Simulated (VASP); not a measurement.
Input of a VASP 6.6.1 run:

The input INCAR:

```
  PREC = Accurate
  ENCUT = 520
  EDIFF = 1E-6
  ISMEAR = 0
  SIGMA = 0.1
  LREAL = False
  LASPH = True
  NELM = 60
  ALGO = Normal
  ISIF = 2
  LWAVE = False
  LCHARG = False
  LDIPOL = True
  IDIPOL = 3
  DIPOL = 0.5 0.5 0.358
  GGA = PE
  IBRION = 2
  NSW = 36
  EDIFFG = -0.025
```

Contents of KPOINTS:

```
regular mesh
0
Gamma
  9 9 1
```

Contents of POSCAR:

```
Al3N
1.0
    2.8571514048      0.0000000000      0.0000000000
   -1.4285757024      2.4743656990      0.0000000000
    0.0000000000      0.0000000000     20.1016425018
Al N
3 1
Selective dynamics
Direct
    0.6666666667      0.3333333333      0.1989887145  F F F
    0.3333333333      0.6666666667      0.3134533094  F F F
    0.0000000000      0.0000000000      0.4279074459  F F F
    0.5000000000      0.3333333333      0.4897198159  F F T
```

Potentials or basis: VASP PAW PBE potentials, release 64 (Al, N).

The run is started by

```console
$ cat potpaw_PBE.64/Al/POTCAR potpaw_PBE.64/N/POTCAR > POTCAR
$ mpirun -np 1 vasp_std > vasp.out
```

Estimate the band gap on the k mesh.

zero (bands 7 and 8 overlap by 1.61 eV).

Estimate the energy gained by relaxing.

37.0 meV/atom.

Final structure:
```
Al N
1.0
     2.85715    0.00000    0.00000
    -1.42858    2.47437    0.00000
     0.00000    0.00000   20.10164
Al N
3 1
Cartesian
  1.4286 0.8248 4.0000
  0.0000 1.6496 6.3009
  0.0000 0.0000 8.6016
  0.9524 0.8248 9.6766
```
